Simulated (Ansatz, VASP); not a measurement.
**Na2N in VASP and in Ansatz**

```
CELL_PARAMETERS angstrom
4.25181 0.00000 0.00000
-2.12591 3.68218 0.00000
0.00000 0.00000 3.97935
ATOMIC_POSITIONS crystal
Na 0.33333 0.66667 0.00000
Na 0.66667 0.33333 0.00000
N 0.00000 0.00000 0.00000
```

Alike in both runs: task relaxation of cell and atoms; functional PBE; k mesh 6 × 6 × 4; occupations gaussian, width 0.1 eV; no spin polarisation.

```csv
,VASP,Ansatz
version,VASP 6.6.1,Ansatz 0.2.0
potentials or method,"VASP PAW PBE potentials, release 64 (Na_sv, N), cutoff 970 eV","scalar-relativistic, plane waves, PAW"
valence electrons in the cell,23,23
```

```tsv
	VASP	Ansatz	Ansatz less VASP
gap on the k mesh at the Fermi level, each at its own relaxed structure (eV)	none	none	-
relaxed volume (Å³/atom)	17.56	18.14	+0.579
relaxed length of the cell vector where the two differ most in proportion (Å)	3.262	3.341	+0.0793
```

A gap of «none» marks a metal or a gap that the smearing closes.

The k mesh is coarse, so the values compare programs but aren't converged. Noted on VASP's run: the volume moved by over 15 % at a fixed basis, so the end points are rough.
